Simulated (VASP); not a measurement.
# Ga (C2/c) in VASP: notebook

The runs below take Ga through single point, with PBEsol.

All numbers are computed with VASP 6.6.1; they aren't measurements. Logs are shortened: lines on timing, memory, paths and dates and some standing lists are left out, and cuts for length are marked.

## (1) The cell of the first run

The structure is monoclinic, space group C2/c (No. 15). Conventional cell: a = 2.685 Å, b = 7.801 Å, c = 3.225 Å, α = 90.00°, β = 94.23°, γ = 90.00°. Ga (site symmetry 2) has 10 Ga at 2.63 to 3.23 Å within 3.5 Å.

## (2) Single point, PBEsol (volume scaled by 0.94, then relaxed in part)

INCAR reads:

```
SYSTEM = Ga
PREC = Accurate ; ENCUT = 520
EDIFF = 1E-6 ; ISMEAR = 0
SIGMA = 0.1 ; LREAL = .False.
LASPH = .True. ; NELM = 100
ALGO = Fast ; ISIF = 2
LWAVE = .False. ; LCHARG = .True.
GGA = PS ; LELF = .True.
LVHAR = .True. ; NBANDS = 20
```

KPOINTS reads:

```
regular mesh
0
Gamma
  16 16 12
  0 0 0
```

POSCAR reads:

```
Ga
1.0
    1.3421024942     -3.9005297735     -0.0257143589
    1.3421024942      3.9005297735     -0.0257143589
   -0.1761467747      0.0000000000      3.2203044583
Ga
2
Direct
    0.8665339620      0.1334660380      0.2500000000
    0.1334660380      0.8665339620      0.7500000000
```

Potentials or basis: VASP PAW PBE potentials, release 64 (Ga_d).

Run with:

```
> cat potpaw_PBE.64/Ga_d/POTCAR > POTCAR
> mpirun -np 1 vasp_std > vasp.out
```

OUTCAR:

```text
SYSTEM = Ga
   PREC = Accurate
   ENCUT = 520
   EDIFF = 1E-6
   ISMEAR = 0
   LREAL = .False.
   LASPH = .True.
   NELM = 100
   ISIF = 2
   GGA = PS

 ion  position               nearest neighbor table
   1  0.867  0.133  0.250-   2 2.63   2 2.63   2 2.72   2 2.72   2 2.83   2 2.83
   2  0.133  0.867  0.750-   1 2.63   1 2.63   1 2.72   1 2.72   1 2.83   1 2.83

  LATTYP: Found a base centered monoclinic cell.
 ALAT       =     2.6846976241
 B/A-ratio  =     2.9057497861
 C/A-ratio  =     1.2012966896
 COS(beta)  =    -0.0737347772

  Lattice vectors:

 A1 = (   1.3421024942,  -3.9005297735,  -0.0257143589)
 A2 = (   1.3421024942,   3.9005297735,  -0.0257143589)
 A3 = (  -0.1761467747,   0.0000000000,   3.2203044583)

Analysis of symmetry for initial positions (statically):
=====================================================================
 Subroutine PRICEL returns:
 Original cell was already a primitive cell.

 Routine SETGRP: Setting up the symmetry group for a
 base centered monoclinic supercell.

 Subroutine GETGRP returns: Found  4 space group operations
 (whereof  2 operations were pure point group operations)
 out of a pool of  4 trial point group operations.

The static configuration has the point symmetry S_2 .
 The point group associated with its full space group is C_2h.

Analysis of symmetry for dynamics (positions and initial velocities):
=====================================================================
 Subroutine PRICEL returns:
 Original cell was already a primitive cell.

 Routine SETGRP: Setting up the symmetry group for a
 base centered monoclinic supercell.

 Subroutine GETGRP returns: Found  4 space group operations
 (whereof  2 operations were pure point group operations)
 out of a pool of  4 trial point group operations.

The dynamic configuration has the point symmetry S_2 .
 The point group associated with its full space group is C_2h.

 Subroutine INISYM returns: Found  4 space group operations
 (whereof  2 operations are pure point group operations),
 and found     1 'primitive' translations

----------------------------------------------------------------------------------------

                                     Primitive cell

  volume of cell :      33.6807

  direct lattice vectors                    reciprocal lattice vectors
     1.342102494 -3.900529774 -0.025714359     0.372940636 -0.128187715  0.020399404
     1.342102494  3.900529774 -0.025714359     0.372940636  0.128187715  0.020399404
    -0.176146775  0.000000000  3.220304458     0.005955915  0.000000000  0.310855426

  length of vectors
     4.125049436  4.125049436  3.225118368     0.394883456  0.394883456  0.310912478

  position of ions in fractional coordinates (direct lattice)
     0.866533962  0.133466038  0.250000000
     0.133466038  0.866533962  0.750000000

  ion indices of the primitive-cell ions
   primitive index   ion index
                 1           1
                 2           2

----------------------------------------------------------------------------------------

 KPOINTS: regular mesh

Automatic generation of k-mesh.
 Grid dimensions read from file:
 generate k-points for:   16   16   12

 Generating k-lattice:

  Cartesian coordinates                     Fractional coordinates (reciprocal lattice)
     0.023308790 -0.008011732  0.001274963     0.062500000 -0.000000000  0.000000000
     0.023308790  0.008011732  0.001274963    -0.000000000  0.062500000  0.000000000
     0.000496326  0.000000000  0.025904619    -0.000000000 -0.000000000  0.083333333

  Length of vectors
     0.024680216  0.024680216  0.025909373

  Shift w.r.t. Gamma in fractional coordinates (k-lattice)
     0.000000000  0.000000000  0.000000000

 Subroutine IBZKPT returns following result:
 ===========================================

 Found    826 irreducible k-points:

 Following reciprocal coordinates:
            Coordinates               Weight
  0.000000  0.000000  0.000000      1.000000
  0.062500 -0.000000  0.000000      4.000000
  0.125000 -0.000000  0.000000      4.000000
  0.187500 -0.000000 -0.000000      4.000000
  0.250000 -0.000000  0.000000      4.000000
  0.312500 -0.000000 -0.000000      4.000000
[... 16 lines left out ...]
 -0.125000  0.062500  0.000000      4.000000
 -0.062500  0.062500  0.000000      2.000000
 [... further k-points ...]
   k-points           NKPTS =    826   k-points in BZ     NKDIM =    826   number of bands    NBANDS=     20
   number of dos      NEDOS =    301   number of ions     NIONS =      2
   total plane-waves  NPLWV =  24576
   dimension x,y,z NGX =    32 NGY =   32 NGZ =   24
   dimension x,y,z NGXF=    64 NGYF=   64 NGZF=   48
   ions per type =               2
   NGX,Y,Z   is equivalent  to a cutoff of  12.90, 12.90, 12.37 a.u.
   NGXF,Y,Z  is equivalent  to a cutoff of  25.79, 25.79, 24.74 a.u.
 SYSTEM =  Ga
   PREC   = accura    normal or accurate (medium, high low for compatibility)
   ISTART =      0    job   : 0-new  1-cont  2-samecut
   ICHARG =      2    charge: 1-file 2-atom 10-const
   ISPIN  =      1    spin polarized calculation?
   LNONCOLLINEAR =      F non collinear calculations
   LSORBIT =      F    spin-orbit coupling
   LASPH  =      T    aspherical Exc in radial PAW
   ENCUT  =  520.0 eV  38.22 Ry    6.18 a.u.   7.67  7.67  6.00*2*pi/ulx,y,z
   NELM   =    100;   NELMIN=  2; NELMDL= -5     # of ELM steps
   EDIFF  = 0.1E-05   stopping-criterion for ELM
   LREAL  =      F    real-space projection
   EDIFFG = 0.1E-04   stopping-criterion for IOM
   NSW    =      0    number of steps for IOM
   IBRION =     -1    ionic relax: 0-MD 1-quasi-New 2-CG
   NFREE  =      0    steps in history (QN), initial steepest desc. (CG)
   ISIF   =      2    stress and relaxation
   ISYM   =      2    0-nonsym 1-usesym 2-fastsym
   POTIM  = 0.5000    time-step for ionic-motion
   TEBEG  =    0.0;   TEEND  =   0.0 temperature during run
   PSTRESS=    0.0 pullay stress
   NELECT =      26.0000    total number of electrons
   NUPDOWN=      -1.0000    fix difference up-down
   EMIN   =  10.00;   EMAX   =-10.00  energy-range for DOS
   EFERMI =   0.00;   METHOD = LEGACY
   ISMEAR =     0;   SIGMA  =   0.10  broadening in eV -4-tet -1-fermi 0-gaus
   EFERMI_NEDOS =   21; number of points for ismear=-14 and -15
   IALGO  =     68    algorithm
   IMIX   =      4    mixing-type and parameters
     AMIX     =   0.40;   BMIX     =  1.00
     AMIX_MAG =   1.60;   BMIX_MAG =  1.00
  volume/ion in A,a.u.               =      16.84       113.64
  Fermi-wavevector in a.u.,A,eV,Ry     =   1.501778  2.837948 30.685716  2.255336
  Thomas-Fermi vector in A             =   2.613104
   LORBIT       =      0    0 simple, 1 ext, 2 COOP (PROOUT), +10 PAW based schemes
   GGA     = PS    functional components
   LHFCALC =     F    Hartree Fock is set to
   AEXX    =    0.0000 exact exchange contribution
   IVDW    =     0    specifies the selected vdW correction
   LEPSILON=     F    determine dielectric tensor
   LRPA    =     F    only Hartree local field effects (RPA)
 non-spin polarized calculation
 RMM-DIIS sequential band-by-band and
 Gauss-broadening in eV      SIGMA  =   0.10
  energy-cutoff  :      520.00
  volume of cell :       33.68
 maximum number of plane-waves:       928
   NGX = 15   NGY = 15   NGZ = 11

 number of electron      26.0000002 magnetization

 Free energy of the ion-electron system (eV)
  ---------------------------------------------------
  ext. energy  EPLUGINS =         0.00000000
  ---------------------------------------------------
  free energy    TOTEN  =        -6.65733054 eV

  energy without entropy =       -6.65475191  energy(sigma->0) =       -6.65604122

 E-fermi :   6.5034     XC(G=0): -11.6920

 val. band max:        6.5012346210   @ k =  -0.3125  -0.3125   0.3333
 cond. band min:       6.5051946301   @ k =  -0.1250   0.3125   0.4167
 fundamental gap:      0.0039600092
 Fermi energy:         6.5033813687

 k-point     1 :       0.0000    0.0000    0.0000
  band No.  band energies     occupation
      1      -8.8189      2.00000
      2      -8.8097      2.00000
      3      -8.7535      2.00000
      4      -8.7468      2.00000
      5      -8.3997      2.00000
      6      -8.3988      2.00000
[... 12 lines left out ...]
     19      18.0765      0.00000
     20      20.2904      0.00000

 k-point     2 :       0.0625   -0.0000    0.0000
  band No.  band energies     occupation
      1      -8.8103      2.00000
      2      -8.8057      2.00000
      3      -8.7477      2.00000
      4      -8.7234      2.00000
      5      -8.4083      2.00000
      6      -8.4065      2.00000
[... 12 lines left out ...]
     19      18.3059      0.00000
     20      21.0079      0.00000

 k-point     3 :       0.1250   -0.0000    0.0000
  band No.  band energies     occupation
      1      -8.7950      2.00000
      2      -8.7882      2.00000
      3      -8.7193      2.00000
      4      -8.6682      2.00000
      5      -8.4349      2.00000
      6      -8.4277      2.00000
[... 12 lines left out ...]
     19      18.4452      0.00000
     20      21.5288      0.00000

 k-point     4 :       0.1875   -0.0000   -0.0000
  band No.  band energies     occupation
      1      -8.7790      2.00000
      2      -8.7603      2.00000
      3      -8.6750      2.00000
      4      -8.5963      2.00000
      5      -8.4740      2.00000
      6      -8.4576      2.00000
[... 12 lines left out ...]
     19      18.6152      0.00000
     20      22.1901      0.00000

 k-point     5 :       0.2500   -0.0000    0.0000
  band No.  band energies     occupation
      1      -8.7616      2.00000
      2      -8.7314      2.00000
      3      -8.6330      2.00000
      4      -8.5659      2.00000
      5      -8.5191      2.00000
      6      -8.4418      2.00000
[... 12 lines left out ...]
     19      18.8193      0.00000
     20      21.4337      0.00000
[... 353 lines left out ...]
      6      -8.4742      2.00000
[... 12 lines left out ...]
     19      18.0180      0.00000
     20      22.5953      0.00000

 k-point    22 :      -0.1875    0.0625   -0.0000
  band No.  band energies     occupation
      1      -8.7836      2.00000
      2      -8.7794      2.00000
      3      -8.7369      2.00000
      4      -8.6420      2.00000
      5      -8.4509      2.00000
      6      -8.4423      2.00000
[... 12 lines left out ...]
     19      17.9498      0.00000
     20      22.5174      0.00000

 k-point    23 :      -0.1250    0.0625    0.0000
  band No.  band energies     occupation
      1      -8.8105      2.00000
      2      -8.7954      2.00000
      3      -8.7627      2.00000
      4      -8.6984      2.00000
      5      -8.4230      2.00000
      6      -8.4142      2.00000
[... 12 lines left out ...]
     19      18.0043      0.00000
     20      20.9366      0.00000

 k-point    24 :      -0.0625    0.0625    0.0000
  band No.  band energies     occupation
      1      -8.8196      2.00000
      2      -8.8045      2.00000
      3      -8.7686      2.00000
      4      -8.7261      2.00000
      5      -8.4085      2.00000
      6      -8.4022      2.00000
[... 12 lines left out ...]
     19      18.1027      0.00000
     20      19.7466      0.00000

 [... further k-points ...]

------------------------ aborting loop because EDIFF is reached ----------------------------------------

  FORCE on cell =-STRESS in cart. coord.  units (eV):
  Direction    XX          YY          ZZ          XY          YZ          ZX
  --------------------------------------------------------------------------------------
  -------------------------------------------------------------------------------------
  Total        0.9878170      0.9799339      0.9691821      0.0000000      0.0000000     -0.0054735
  in kB       46.9900868     46.6150913     46.1036303      0.0000000      0.0000000     -0.2603712
  external PRESSURE =      46.5696028 kB  Pullay stress =       0.0000000 kB

 VOLUME and BASIS-vectors are now :
 -----------------------------------------------------------------------------
  energy-cutoff  :      520.00
  volume of cell :       33.68
      direct lattice vectors                 reciprocal lattice vectors
     1.342102494 -3.900529774 -0.025714359     0.372940636 -0.128187715  0.020399404
     1.342102494  3.900529774 -0.025714359     0.372940636  0.128187715  0.020399404
    -0.176146775  0.000000000  3.220304458     0.005955915  0.000000000  0.310855426

 POSITION                                       TOTAL-FORCE (eV/Angst)
 -----------------------------------------------------------------------------------
      1.29807     -2.85935      0.77936        -0.000000      0.001594      0.000000
      1.20999      2.85935      2.38951         0.000000     -0.001594     -0.000000
 -----------------------------------------------------------------------------------
    total drift:                               -0.000000     -0.000000     -0.000000

  FREE ENERGIE OF THE ION-ELECTRON SYSTEM (eV)
  ---------------------------------------------------
  free  energy   TOTEN  =        -6.6573305357 eV

  energy  without entropy=       -6.6547519051  energy(sigma->0) =       -6.65604122
```

It took 4.9 min on 1 thread of Intel Xeon 6975P-C, shared host; peak memory 0.52 GiB.

Results:

| Property | Result |
| --- | --- |
| Free energy | -6.6573 eV |
| Pressure | 4.7 GPa |
| Band gap on the k mesh | zero (band 13 reaches 10.78 eV, above the bottom of band 14 at 1.61 eV) |

Levels at points of the mesh, in eV from the Fermi level:
| k point | band 11 | band 12 | band 13 | band 14 | band 15 | band 16 |
| --- | --- | --- | --- | --- | --- | --- |
| (0.00, 0.00, 0.00) | -12.08 | -2.43 | -1.39 | 1.65 | 5.59 | 10.21 |
| (0.50, 0.00, 0.00) | -6.31 | -5.58 | -1.63 | 0.18 | 5.84 | 7.54 |
| (0.50, 0.50, 0.00) | -9.90 | -9.11 | 4.08 | 5.02 | 6.38 | 6.62 |
| (0.00, 0.00, 0.50) | -8.32 | -8.32 | 1.66 | 1.66 | 2.69 | 2.69 |
| (0.50, 0.00, 0.50) | -3.28 | -2.98 | -1.86 | -1.25 | 1.49 | 2.69 |
| (0.50, 0.50, 0.50) | -6.27 | -6.27 | -4.89 | -4.89 | 11.27 | 11.27 |

Caveat: the PAW data sets were made with another functional, which shifts forces and pressure a little.

## (3) Single point, PBEsol (volume scaled by 0.97, then relaxed in part)

INCAR reads:

```
SYSTEM = Ga
PREC = Accurate
ENCUT = 520
EDIFF = 1E-7
ISMEAR = 0
SIGMA = 0.1
LREAL = .FALSE.
LASPH = .TRUE.
NELM = 100
ALGO = Fast
ISIF = 2
LWAVE = .FALSE.
LCHARG = .FALSE.
GGA = PS
NBANDS = 20
```

KPOINTS reads:

```
regular mesh
0
G
  16 16 12
  0 0 0
```

POSCAR reads:

```
Ga
1.0
    1.3561966715     -3.9316234773     -0.0253714441
    1.3561966715      3.9316234773     -0.0253714441
   -0.1763669069      0.0000000000      3.2624176592
Ga
2
Direct
    0.8664062411      0.1335937589      0.2500000000
    0.1335937589      0.8664062411      0.7500000000
```

Potentials or basis: VASP PAW PBE potentials, release 64 (Ga_d).

Run with:

```
> cat potpaw_PBE.64/Ga_d/POTCAR > POTCAR
> mpirun -np 1 vasp_std > vasp.out
```

It took 4.8 min on 1 thread of Intel Xeon 6975P-C, shared host; peak memory 0.53 GiB.

The run converged. Its results:

```
Free energy            : -6.6796 eV
Pressure               : 2.2 GPa
Band gap on the k mesh : zero (band 13 reaches 10.33 eV, above the bottom of band 14 at 1.45 eV)
```

Levels at points of the mesh, in eV from the Fermi level:
```tsv
k point	band 10	band 11	band 12	band 13	band 14	band 15	band 16	band 17
(0.00, 0.00, 0.00)	-14.64	-11.81	-2.28	-1.43	1.58	5.48	9.98	10.70
(0.50, 0.00, 0.00)	-14.67	-6.22	-5.42	-1.54	0.16	5.67	7.35	8.26
(0.50, 0.50, 0.00)	-14.71	-9.67	-8.89	3.95	4.88	6.15	6.40	7.83
(0.00, 0.00, 0.50)	-14.72	-8.17	-8.17	1.67	1.67	2.66	2.66	11.96
(0.50, 0.00, 0.50)	-14.67	-3.19	-3.01	-1.80	-1.31	1.50	2.66	4.15
(0.50, 0.50, 0.50)	-14.80	-6.21	-6.21	-4.72	-4.72	11.01	11.01	12.52
```

Caveat: the PAW data sets were made with another functional, which shifts forces and pressure a little.

## (4) Single point, PBEsol (volume scaled by 0.98, then relaxed in part)

Edit INCAR of step 3 so:

```diff
@@ -3,5 +3,5 @@
 ENCUT = 520
-EDIFF = 1E-7
-ISMEAR = 0
-SIGMA = 0.1
+EDIFF = 1E-6
+ISMEAR = -1
+SIGMA = 0.15
 LREAL = .FALSE.
```

KPOINTS is that of step 3.

POSCAR reads:

```
Ga
1.0
    1.3634476363     -3.9537306847     -0.0181679719
    1.3634476363      3.9537306847     -0.0181679719
   -0.1597781072      0.0000000000      3.2684046239
Ga
2
Direct
    0.8663263889      0.1336736111      0.2500000000
    0.1336736111      0.8663263889      0.7500000000
```

Run with:

```
> cat potpaw_PBE.64/Ga_d/POTCAR > POTCAR
> mpirun -np 1 vasp_std > vasp.out
```

It took 4.6 min on 1 thread of Intel Xeon 6975P-C, shared host; peak memory 0.54 GiB.

The run converged. Its results:

| Item | Value |
| --- | --- |
| Free energy | -6.7066 eV |
| Pressure | 1.4 GPa |
| Band gap on the k mesh | zero (band 13 reaches 10.21 eV, above the bottom of band 14 at 1.39 eV) |

Levels at points of the mesh, in eV from the Fermi level:
| k point | band 9 | band 10 | band 11 | band 12 | band 13 | band 14 | band 15 | band 16 | band 17 | band 18 |
| --- | --- | --- | --- | --- | --- | --- | --- | --- | --- | --- |
| (0.00, 0.00, 0.00) | -14.77 | -14.62 | -11.69 | -2.24 | -1.47 | 1.65 | 5.51 | 9.82 | 10.63 | 10.90 |
| (0.50, 0.00, 0.00) | -14.69 | -14.65 | -6.20 | -5.36 | -1.52 | 0.13 | 5.78 | 7.19 | 8.36 | 9.70 |
| (0.50, 0.50, 0.00) | -14.73 | -14.69 | -9.58 | -8.80 | 3.98 | 4.91 | 6.14 | 6.38 | 7.70 | 11.16 |
| (0.00, 0.00, 0.50) | -14.69 | -14.69 | -8.07 | -8.07 | 1.67 | 1.67 | 2.63 | 2.63 | 11.88 | 11.88 |
| (0.50, 0.00, 0.50) | -14.65 | -14.65 | -3.10 | -2.95 | -1.78 | -1.38 | 1.58 | 2.56 | 4.18 | 5.02 |
| (0.50, 0.50, 0.50) | -14.78 | -14.78 | -6.16 | -6.16 | -4.64 | -4.64 | 10.97 | 10.97 | 12.35 | 12.35 |

Caveat: the PAW data sets were made with another functional, which shifts forces and pressure a little.

## (5) The runs side by side

```csv
cell,smearing,further INCAR settings,gap on the mesh (eV),pressure (GPa)
"a = 4.125, b = 4.125, c = 3.225 Å, angles 91.4, 91.4, 142.0°, 2 atoms",gaussian 0.1 eV,ALGO = Fast; EDIFF = 1e-06; NBANDS = 20,none,4.7
"a = 4.159, b = 4.159, c = 3.267 Å, angles 91.4, 91.4, 141.9°, 2 atoms",gaussian 0.1 eV,ALGO = Fast; EDIFF = 1e-07; NBANDS = 20,none,2.2
"a = 4.182, b = 4.182, c = 3.272 Å, angles 91.2, 91.2, 141.9°, 2 atoms",fermi-dirac 0.15 eV,ALGO = Fast; EDIFF = 1e-06; NBANDS = 20,none,1.4
```

Alike in all rows: task single point; level PBEsol; potentials or basis VASP PAW PBE potentials, release 64 (Ga_d); no spin polarisation; k mesh 16 × 16 × 12; cutoff (eV) 520.

Caveats: the PAW data sets were made with another functional, which shifts forces and pressure a little.

Absolute energies hang on the potentials; compare differences alone.
